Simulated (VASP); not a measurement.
A run of VASP 6.6.1 is set up as follows.

File INCAR:

```
ALGO = Normal
EDIFF = 1E-6
ENCUT = 520
GGA = PS
ISIF = 2
ISMEAR = 0
LASPH = True
LCHARG = True
LELF = True
LREAL = False
LVHAR = True
LWAVE = False
NBANDS = 15
NELM = 60
PREC = Accurate
SIGMA = 0.02
```

The input KPOINTS:

```
k-points
0
Gamma
  8 8 8
```

File POSCAR:

```
CaO
1.0
    0.0000000000      2.3835706886      2.3835706886
    2.3835706886      0.0000000000      2.3835706886
    2.3835706886      2.3835706886      0.0000000000
Ca O
1 1
Direct
    0.0000000000      0.0000000000      0.0000000000
    0.5000000000      0.5000000000      0.5000000000
```

Potentials or basis: VASP PAW PBE potentials, release 64 (Ca_sv, O).

Run with:

```console
$ cat potpaw_PBE.64/Ca_sv/POTCAR potpaw_PBE.64/O/POTCAR > POTCAR
$ mpirun -np 1 vasp_std > vasp.out
```

Q: Predict the band gap on the k mesh.

A: 3.52 eV (least direct gap 3.89 eV).

Q: What does it give for the pressure?

A: 0.6 GPa.

Caveat: the PAW data sets were made with another functional, which shifts forces and pressure a little. A k mesh can miss the band edges.
